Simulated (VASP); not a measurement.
# FeGe (P2_13) in VASP: a series of runs

The runs below take FeGe through single point, with PBE.

Everything below comes from runs of VASP 6.6.1. Logs are shortened: lines on timing, memory, paths and dates and some standing lists are left out, and cuts for length are marked.

## (1) The cell of the first run

Symmetry: P2_13, No. 198, cubic system. Conventional cell: a = 4.689 Å, b = 4.689 Å, c = 4.689 Å, α = 90.00°, β = 90.00°, γ = 90.00°. Ge (site symmetry 3) has 7 Fe at 2.38 to 2.64 Å and 6 Ge at 2.90 Å within 3.1 Å. Fe (site symmetry 3) has 7 Ge at 2.38 to 2.64 Å and 6 Fe at 2.87 Å within 3.1 Å.

## (2) Single point, PBE, collinear spin, ferromagnetic start

File INCAR:

```
SYSTEM = FeGe
PREC = Accurate
ENCUT = 520
EDIFF = 1E-6
ISMEAR = -1
SIGMA = 0.05
LREAL = .False.
LASPH = .True.
NELM = 150
ALGO = Normal
ISIF = 2
LWAVE = .False.
LCHARG = .False.
ISPIN = 2
MAGMOM = 0 0 0 0 3 3 3 3
LORBIT = 11
LMAXMIX = 4
GGA = PE
NBANDS = 58
```

File KPOINTS:

```
regular mesh
0
Gamma
  6 6 6
  0 0 0
```

File POSCAR:

```
FeGe
1.0
    4.6890000000      0.0000000000      0.0000000000
    0.0000000000      4.6890000000      0.0000000000
    0.0000000000      0.0000000000      4.6890000000
Ge Fe
4 4
Direct
    0.1580000000      0.3420000000      0.6580000000
    0.3420000000      0.6580000000      0.1580000000
    0.6580000000      0.1580000000      0.3420000000
    0.8420000000      0.8420000000      0.8420000000
    0.8650000000      0.6350000000      0.3650000000
    0.6350000000      0.3650000000      0.8650000000
    0.3650000000      0.8650000000      0.6350000000
    0.1350000000      0.1350000000      0.1350000000
```

Potentials or basis: VASP PAW PBE potentials, release 64 (Ge_d, Fe).

Launch:

```console
cat potpaw_PBE.64/Ge_d/POTCAR potpaw_PBE.64/Fe/POTCAR > POTCAR
mpirun -np 1 vasp_std > vasp.out
```

OUTCAR:

```text
SYSTEM = FeGe
   PREC = Accurate
   ENCUT = 520
   EDIFF = 1E-6
   ISMEAR = -1
   LREAL = .False.
   LASPH = .True.
   NELM = 150
   ISIF = 2
   ISPIN = 2
   LORBIT = 11
   GGA = PE

 ion  position               nearest neighbor table
   1  0.158  0.342  0.658-   5 2.38   8 2.44   7 2.44   6 2.44   7 2.64   8 2.64   6 2.64   2 2.90
                             2 2.90   3 2.90   4 2.90   3 2.90   4 2.90
   2  0.342  0.658  0.158-   6 2.38   7 2.44   5 2.44   8 2.44   5 2.64   7 2.64   8 2.64   1 2.90
                             1 2.90   3 2.90   3 2.90   4 2.90   4 2.90
   3  0.658  0.158  0.342-   7 2.38   6 2.44   5 2.44   8 2.44   6 2.64   5 2.64   8 2.64   1 2.90
                             4 2.90   2 2.90   2 2.90   1 2.90   4 2.90
   4  0.842  0.842  0.842-   8 2.38   5 2.44   7 2.44   6 2.44   6 2.64   5 2.64   7 2.64   2 2.90
                             3 2.90   1 2.90   3 2.90   1 2.90   2 2.90
   5  0.865  0.635  0.365-   1 2.38   4 2.44   3 2.44   2 2.44   3 2.64   4 2.64   2 2.64   6 2.87
                             6 2.87   8 2.87   8 2.87   7 2.87   7 2.87
   6  0.635  0.365  0.865-   2 2.38   3 2.44   1 2.44   4 2.44   1 2.64   3 2.64   4 2.64   5 2.87
                             5 2.87   7 2.87   7 2.87   8 2.87   8 2.87
   7  0.365  0.865  0.635-   3 2.38   2 2.44   1 2.44   4 2.44   2 2.64   1 2.64   4 2.64   8 2.87
                             6 2.87   6 2.87   8 2.87   5 2.87   5 2.87
   8  0.135  0.135  0.135-   4 2.38   1 2.44   3 2.44   2 2.44   2 2.64   1 2.64   3 2.64   5 2.87
                             7 2.87   7 2.87   5 2.87   6 2.87   6 2.87

  LATTYP: Found a simple cubic cell.
 ALAT       =     4.6890000000

  Lattice vectors:

 A1 = (   4.6890000000,   0.0000000000,   0.0000000000)
 A2 = (   0.0000000000,   4.6890000000,   0.0000000000)
 A3 = (   0.0000000000,   0.0000000000,   4.6890000000)

Analysis of symmetry for initial positions (statically):
=====================================================================
 Subroutine PRICEL returns:
 Original cell was already a primitive cell.

 Routine SETGRP: Setting up the symmetry group for a
 simple cubic supercell.

 Subroutine GETGRP returns: Found 12 space group operations
 (whereof  3 operations were pure point group operations)
 out of a pool of 48 trial point group operations.

The static configuration has the point symmetry C_3 .
 The point group associated with its full space group is T   .

Analysis of symmetry for dynamics (positions and initial velocities):
=====================================================================
 Subroutine PRICEL returns:
 Original cell was already a primitive cell.

 Routine SETGRP: Setting up the symmetry group for a
 simple cubic supercell.

 Subroutine GETGRP returns: Found 12 space group operations
 (whereof  3 operations were pure point group operations)
 out of a pool of 48 trial point group operations.

The dynamic configuration has the point symmetry C_3 .
 The point group associated with its full space group is T   .

Analysis of structural, dynamic, and magnetic symmetry:
=====================================================================
 Subroutine PRICEL returns:
 Original cell was already a primitive cell.

 Routine SETGRP: Setting up the symmetry group for a
 simple cubic supercell.

 Subroutine GETGRP returns: Found 12 space group operations
 (whereof  3 operations were pure point group operations)
 out of a pool of 48 trial point group operations.

The overall configuration has the point symmetry C_3 .
 The point group associated with its full space group is T   .

 Subroutine INISYM returns: Found 12 space group operations
 (whereof  3 operations are pure point group operations),
 and found     1 'primitive' translations

----------------------------------------------------------------------------------------

                                     Primitive cell

  volume of cell :     103.0957

  direct lattice vectors                    reciprocal lattice vectors
     4.689000000  0.000000000  0.000000000     0.213265089  0.000000000  0.000000000
     0.000000000  4.689000000  0.000000000     0.000000000  0.213265089  0.000000000
     0.000000000  0.000000000  4.689000000     0.000000000  0.000000000  0.213265089

  length of vectors
     4.689000000  4.689000000  4.689000000     0.213265089  0.213265089  0.213265089

  position of ions in fractional coordinates (direct lattice)
     0.158000000  0.342000000  0.658000000
     0.342000000  0.658000000  0.158000000
     0.658000000  0.158000000  0.342000000
[... 79 lines left out ...]
   ISTART =      0    job   : 0-new  1-cont  2-samecut
   ICHARG =      2    charge: 1-file 2-atom 10-const
   ISPIN  =      2    spin polarized calculation?
   LNONCOLLINEAR =      F non collinear calculations
   LSORBIT =      F    spin-orbit coupling
   LASPH  =      T    aspherical Exc in radial PAW
   ENCUT  =  520.0 eV  38.22 Ry    6.18 a.u.   8.72  8.72  8.72*2*pi/ulx,y,z
   NELM   =    150;   NELMIN=  2; NELMDL= -5     # of ELM steps
   EDIFF  = 0.1E-05   stopping-criterion for ELM
   LREAL  =      F    real-space projection
   EDIFFG = 0.1E-04   stopping-criterion for IOM
   NSW    =      0    number of steps for IOM
   IBRION =     -1    ionic relax: 0-MD 1-quasi-New 2-CG
   NFREE  =      0    steps in history (QN), initial steepest desc. (CG)
   ISIF   =      2    stress and relaxation
   ISYM   =      2    0-nonsym 1-usesym 2-fastsym
   POTIM  = 0.5000    time-step for ionic-motion
   TEBEG  =    0.0;   TEEND  =   0.0 temperature during run
   PSTRESS=    0.0 pullay stress
   NELECT =      88.0000    total number of electrons
   NUPDOWN=      -1.0000    fix difference up-down
   EMIN   =  10.00;   EMAX   =-10.00  energy-range for DOS
   EFERMI =   0.00;   METHOD = LEGACY
   ISMEAR =    -1;   SIGMA  =   0.05  broadening in eV -4-tet -1-fermi 0-gaus
   EFERMI_NEDOS =   21; number of points for ismear=-14 and -15
   IALGO  =     38    algorithm
   IMIX   =      4    mixing-type and parameters
     AMIX     =   0.40;   BMIX     =  1.00
     AMIX_MAG =   1.60;   BMIX_MAG =  1.00
  volume/ion in A,a.u.               =      12.89        86.97
  Fermi-wavevector in a.u.,A,eV,Ry     =   1.552943  2.934637 32.812241  2.411632
  Thomas-Fermi vector in A             =   2.657245
   LORBIT       =     11    0 simple, 1 ext, 2 COOP (PROOUT), +10 PAW based schemes
   GGA     = PE    functional components
   LHFCALC =     F    Hartree Fock is set to
   AEXX    =    0.0000 exact exchange contribution
   IVDW    =     0    specifies the selected vdW correction
   LEPSILON=     F    determine dielectric tensor
   LRPA    =     F    only Hartree local field effects (RPA)
 spin polarized calculation
  energy-cutoff  :      520.00
  volume of cell :      103.10
 maximum number of plane-waves:      2801
   NGX = 17   NGY = 17   NGZ = 17

 number of electron      88.0000000 magnetization      12.0000000

 number of electron      87.9999927 magnetization       4.2477006

 Free energy of the ion-electron system (eV)
  ---------------------------------------------------
  ext. energy  EPLUGINS =         0.00000000
  ---------------------------------------------------
  free energy    TOTEN  =       -51.82897317 eV

  energy without entropy =      -51.76920523  energy(sigma->0) =      -51.79908920

 E-fermi :   8.0201     XC(G=0): -12.8769

 val. band max:        8.0038140858   @ k =   0.5000   0.3333   0.3333
 cond. band min:       8.0244549326   @ k =  -0.1667   0.3333   0.0000
 fundamental gap:      0.0206408469
 Fermi energy:         8.0201457258

 spin component 1

 k-point     1 :       0.0000    0.0000    0.0000
  band No.  band energies     occupation
      1     -16.6536      1.00000
      2     -16.6536      1.00000
      3     -16.6536      1.00000
      4     -16.6171      1.00000
      5     -16.6171      1.00000
      6     -16.6171      1.00000
[... 1405 lines left out ...]
     55      13.3845      0.00000
     56      13.3845      0.00000
 Fermi energy:         8.0201457258

 spin component 2

 k-point     1 :       0.0000    0.0000    0.0000
  band No.  band energies     occupation
      1     -16.6714      1.00000
      2     -16.6714      1.00000
      3     -16.6714      1.00000
      4     -16.6340      1.00000
      5     -16.6340      1.00000
      6     -16.6340      1.00000
[... 1405 lines left out ...]
     55      13.5471      0.00000
     56      13.5471      0.00000
 [bands above 56 left out]

------------------------ aborting loop because EDIFF is reached ----------------------------------------

  FORCE on cell =-STRESS in cart. coord.  units (eV):
  Direction    XX          YY          ZZ          XY          YZ          ZX
  --------------------------------------------------------------------------------------
  -------------------------------------------------------------------------------------
  Total       -1.6285248     -1.6285248     -1.6285248     -0.0000000      0.0000000      0.0000000
  in kB      -25.3083752    -25.3083752    -25.3083752     -0.0000000      0.0000000      0.0000000
  external PRESSURE =     -25.3083752 kB  Pullay stress =       0.0000000 kB

 VOLUME and BASIS-vectors are now :
 -----------------------------------------------------------------------------
  energy-cutoff  :      520.00
  volume of cell :      103.10
      direct lattice vectors                 reciprocal lattice vectors
     4.689000000  0.000000000  0.000000000     0.213265089  0.000000000  0.000000000
     0.000000000  4.689000000  0.000000000     0.000000000  0.213265089  0.000000000
     0.000000000  0.000000000  4.689000000     0.000000000  0.000000000  0.213265089

 POSITION                                       TOTAL-FORCE (eV/Angst)
 -----------------------------------------------------------------------------------
      0.74086      1.60364      3.08536         0.027239     -0.027239      0.027239
      1.60364      3.08536      0.74086        -0.027239      0.027239      0.027239
      3.08536      0.74086      1.60364         0.027239      0.027239     -0.027239
      3.94814      3.94814      3.94814        -0.027239     -0.027239     -0.027239
      4.05599      2.97751      1.71149         0.032983     -0.032983      0.032983
      2.97751      1.71149      4.05599        -0.032983      0.032983      0.032983
      1.71149      4.05599      2.97751         0.032983      0.032983     -0.032983
      0.63301      0.63301      0.63301        -0.032983     -0.032983     -0.032983
 -----------------------------------------------------------------------------------
    total drift:                               -0.000000      0.000000     -0.000000

  FREE ENERGIE OF THE ION-ELECTRON SYSTEM (eV)
  ---------------------------------------------------
  free  energy   TOTEN  =       -51.8289731726 eV

  energy  without entropy=      -51.7692052296  energy(sigma->0) =      -51.79908920

 total charge

# of ion       s       p       d       tot
------------------------------------------
    1        1.116   1.229  10.113  12.458
    2        1.116   1.229  10.113  12.458
    3        1.116   1.229  10.113  12.458
    4        1.116   1.229  10.113  12.458
    5        0.374   0.490   6.450   7.314
    6        0.374   0.490   6.450   7.314
    7        0.374   0.490   6.450   7.314
    8        0.374   0.490   6.450   7.314
--------------------------------------------------
tot          5.959   6.874  66.252  79.086

 magnetization (x)

# of ion       s       p       d       tot
------------------------------------------
    1       -0.012  -0.064  -0.006  -0.081
    2       -0.012  -0.064  -0.006  -0.081
    3       -0.012  -0.064  -0.006  -0.081
    4       -0.012  -0.064  -0.006  -0.081
    5       -0.000  -0.005   1.187   1.181
    6       -0.000  -0.005   1.187   1.181
    7       -0.000  -0.005   1.187   1.181
    8       -0.000  -0.005   1.187   1.181
--------------------------------------------------
tot         -0.048  -0.277   4.724   4.398
```

It took 4.2 min on 1 thread of Intel Xeon Platinum 8375C at 2.90GHz (Ice Lake), shared host; peak memory 0.37 GiB.

Results:

* Free energy: -51.8290 eV
* Pressure: -2.5 GPa
* Largest force: 0.057 eV/Å
* Net moment: 4.25 μB per cell
* Site moments: Ge -0.08; Fe +1.18 μB
* Valence electrons inside the program's atomic spheres: Ge 12.46; Fe 7.31

Forces on the atoms (eV/Å):
```
Ge   0.027 -0.027  0.027
Ge  -0.027  0.027  0.027
Ge   0.027  0.027 -0.027
Ge  -0.027 -0.027 -0.027
Fe   0.033 -0.033  0.033
Fe  -0.033  0.033  0.033
Fe   0.033  0.033 -0.033
Fe  -0.033 -0.033 -0.033
```

## (3) Single point, PBE, collinear spin, ferromagnetic start

This run uses another cell than the first one, of 12.69 Å³/atom.

File INCAR:

```
SYSTEM = FeGe
  ALGO = Normal
  EDIFF = 1E-7
  ENCUT = 520
  GGA = PE
  ISIF = 2
  ISMEAR = -1
  ISPIN = 2
  LASPH = .True.
  LCHARG = .False.
  LMAXMIX = 4
  LORBIT = 11
  LREAL = .False.
  LWAVE = .False.
  MAGMOM = 0 0 0 0 3 3 3 3
  NBANDS = 58
  NELM = 150
  PREC = Accurate
  SIGMA = 0.05
```

File KPOINTS:

```
k-points
0
Gamma
  6 6 6
  0 0 0
```

File POSCAR:

```
FeGe
1.0
    4.6649763710      0.0000000000      0.0000000000
    0.0000000000      4.6649763710      0.0000000000
    0.0000000000      0.0000000000      4.6649763710
Ge Fe
4 4
Direct
    0.1582217303      0.3417782697      0.6582217303
    0.3417782697      0.6582217303      0.1582217303
    0.6582217303      0.1582217303      0.3417782697
    0.8417782697      0.8417782697      0.8417782697
    0.8651983315      0.6348016685      0.3651983315
    0.6348016685      0.3651983315      0.8651983315
    0.3651983315      0.8651983315      0.6348016685
    0.1348016685      0.1348016685      0.1348016685
```

Potentials or basis: VASP PAW PBE potentials, release 64 (Ge_d, Fe).

Launch:

```console
cat potpaw_PBE.64/Ge_d/POTCAR potpaw_PBE.64/Fe/POTCAR > POTCAR
mpirun -np 1 vasp_std > vasp.out
```

Wall time 6.1 min (1 thread of Intel Xeon 8259CL, shared host); peak memory 0.34 GiB.

Results (log left out):

```yaml
Free_energy: -51.8413 eV
Pressure: 0.1 GPa
Largest_force: 0.016 eV/Å
Net_moment: 4.17 μB per cell
Site_moments: Ge -0.08; Fe +1.16 μB
Valence_electrons_inside_the_program's_atomic_spheres: Ge 12.48; Fe 7.35
```

Forces in eV/Å, atoms in the order of the input:
```
Ge   0.009 -0.009  0.009
Ge  -0.009  0.009  0.009
Ge   0.009  0.009 -0.009
Ge  -0.009 -0.009 -0.009
Fe  -0.005  0.005 -0.005
Fe   0.005 -0.005 -0.005
Fe  -0.005 -0.005  0.005
Fe   0.005  0.005  0.005
```

Levels at points of the mesh, in eV from the Fermi level:
Spin up:
```tsv
k point	band 42	band 43	band 44	band 45	band 46	band 47	band 48	band 49	band 50	band 51
(0.00, 0.00, 0.00)	-0.84	-0.84	-0.84	-0.27	-0.27	-0.27	1.84	1.84	1.84	2.80
(0.50, 0.00, 0.00)	-1.05	-0.73	-0.73	-0.55	-0.55	0.88	0.88	0.93	0.93	3.72
(0.50, 0.50, 0.00)	-1.39	-1.02	-1.02	-0.09	-0.09	0.22	0.22	1.50	1.50	2.16
(0.50, 0.50, 0.50)	-1.05	-1.05	-1.05	-0.39	-0.39	-0.39	-0.39	4.41	4.41	4.41
```
Spin down:
| k point | band 39 | band 40 | band 41 | band 42 | band 43 | band 44 | band 45 | band 46 |
| --- | --- | --- | --- | --- | --- | --- | --- | --- |
| (0.00, 0.00, 0.00) | -1.37 | 0.15 | 0.15 | 0.15 | 0.28 | 0.28 | 0.99 | 0.99 |
| (0.50, 0.00, 0.00) | -0.63 | -0.63 | 0.02 | 0.02 | 0.32 | 0.32 | 0.65 | 0.65 |
| (0.50, 0.50, 0.00) | -0.56 | -0.56 | -0.56 | -0.56 | 0.05 | 0.05 | 0.97 | 0.97 |
| (0.50, 0.50, 0.50) | -0.26 | -0.26 | -0.16 | -0.16 | -0.16 | -0.16 | 0.83 | 0.83 |

[end of part 1 of 2]
